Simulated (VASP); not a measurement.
Wanted: the native input for a VASP 6.6.1 run.

```
Task                   : single point
Functional             : PBEsol
Potentials or basis    : VASP PAW PBE potentials, release 64 (As, Al)
Cutoff                 : 520 eV
k mesh                 : 9 × 9 × 1
Occupations            : gaussian, width 0.05 eV
Spin                   : no spin polarisation
Dipole correction      : yes
Further INCAR settings : ALGO = Normal; EDIFF = 1e-06; NBANDS = 26
```

The structure of AlAs lies in POSCAR:

```
AlAs
1.0
    4.0125456559      0.0000000000      0.0000000000
   -2.0062728280      3.4749664719      0.0000000000
    0.0000000000      0.0000000000     25.6477468789
As Al
4 4
Direct
    0.0000000000      0.0000000000      0.2936983242
    0.3333333333      0.6666666667      0.4213325888
    0.6666666667      0.3333333333      0.5492306262
    0.0000000000      0.0000000000      0.6782617484
    0.3333333333      0.6666666667      0.3218770944
    0.6666666667      0.3333333333      0.4507205047
    0.0000000000      0.0000000000      0.5789140374
    0.3333333333      0.6666666667      0.7059650760
```

The input as run:

INCAR

```
PREC = Accurate ; ENCUT = 520
EDIFF = 1E-6 ; ISMEAR = 0
SIGMA = 0.05 ; LREAL = False
LASPH = True ; NELM = 60
ALGO = Normal ; ISIF = 2
LWAVE = False ; LCHARG = False
LDIPOL = True ; IDIPOL = 3
DIPOL = 0.5 0.5 0.500 ; GGA = PS
NBANDS = 26
```

KPOINTS

```
Automatic mesh
0
Gamma
  9 9 1
```

Potentials or basis: VASP PAW PBE potentials, release 64 (As, Al).

The run is started by

```sh
$ cat potpaw_PBE.64/As/POTCAR potpaw_PBE.64/Al/POTCAR > POTCAR
$ mpirun -np 1 vasp_std > vasp.out
```

Results of the run:

```json
{
  "Largest force": "0.025 eV/Å",
  "Band gap on the k mesh": "zero (band 16 reaches 0.02 eV, above the bottom of band 17 at -0.06 eV)"
}
```

Caveat: the PAW data sets were made with another functional, which shifts forces and pressure a little.

It took 4.4 min on 1 thread of Intel(R) Xeon(R) Platinum 8375C CPU @ 2.90GHz (Ice Lake), on a shared host, peak memory 0.44 GiB.
